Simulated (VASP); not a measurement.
Runs of VASP 6.6.1 on KF. It takes space group Fm-3m (No. 225, cubic). Conventional cell: a = 5.318 Å, b = 5.318 Å, c = 5.318 Å, α = 90.00°, β = 90.00°, γ = 90.00°. Within 3.5 Å of K (site symmetry m-3m) lie 6 F at 2.66 Å. Within 3.5 Å of F (site symmetry m-3m) lie 6 K at 2.66 Å. 

```tsv
level	k mesh	cutoff (eV)	smearing	grid for exact exchange (PRECFOCK)	share of exact exchange	screening parameter	gap on the mesh (eV)	pressure (GPa)
PBE-based screened hybrid	4 × 4 × 4	520	gaussian 0.01 eV	Normal	1	0.3 1/Å	(a)	(c)
PBE	6 × 6 × 6	600	gaussian 0.01 eV	-	-	-	6.24	1.9
PBE-based screened hybrid	4 × 4 × 4	520	gaussian 0.01 eV	Normal	0.4	0.3 1/Å	(b)	0.6
PBE-based screened hybrid	4 × 4 × 4	520	gaussian 0.01 eV	Normal	0.1	0.2078 1/Å	7.03	1.6
PBE	6 × 6 × 6	600	tetrahedron	-	-	-	6.24	1.9
PBE	6 × 6 × 6, shifted	600	gaussian 0.01 eV	-	-	-	6.47	1.9
PBE	6 × 6 × 6	600	methfessel-paxton 0.5 eV	-	-	-	6.25	1.7
```

Alike in all rows: task single point; potentials or basis VASP PAW PBE potentials, release 64 (K_sv, F); no spin polarisation; cell as given.

Estimate the missing entries.

(a) 13.52; (b) 9.04; (c) -1.6.

Caveats: some runs use coarse meshes; the PAW data sets were made with another functional, which shifts forces and pressure a little (some runs).

A k mesh can miss the band edges.
